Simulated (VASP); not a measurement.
Here is a VASP 6.6.1 calculation.

Contents of INCAR:

```
PREC = Accurate
ENCUT = 520
EDIFF = 1E-6
ISMEAR = 0
SIGMA = 0.02
LREAL = False
LASPH = True
NELM = 100
ALGO = Normal
ISIF = 2
LWAVE = False
LCHARG = False
GGA = PE
NBANDS = 25
```

KPOINTS

```
Automatic mesh
0
Gamma
  6 6 6
```

The input POSCAR:

```
SiO2
1.0
   -2.6194092298      2.6194092298      3.7375906565
    2.6194092298     -2.6194092298      3.7375906565
    2.6194092298      2.6194092298     -3.7375906565
Si O
2 4
Direct
    0.0000000000      0.0000000000      0.0000000000
    0.7500000000      0.2500000000      0.5000000000
    0.9203757054      0.6250000000      0.7953757054
    0.3750000000      0.1703757054      0.2953757054
    0.8296242946      0.1250000000      0.2046242946
    0.8750000000      0.0796242946      0.7046242946
```

Potentials or basis: VASP PAW PBE potentials, release 64 (Si, O).

Launch:

```console
$ cat potpaw_PBE.64/Si/POTCAR potpaw_PBE.64/O/POTCAR > POTCAR
$ mpirun -np 1 vasp_std > vasp.out
```

**Question.** Estimate the pressure.

**Answer.** -2.1 GPa.

**Question.** Estimate the largest force.

**Answer.** 0.006 eV/Å.

Forces in eV/Å, atoms in the order of the input:
```
Si   0.000  0.000  0.000
Si   0.000  0.000  0.000
O    0.000 -0.006  0.000
O   -0.006  0.000  0.000
O    0.000  0.006  0.000
O    0.006  0.000  0.000
```
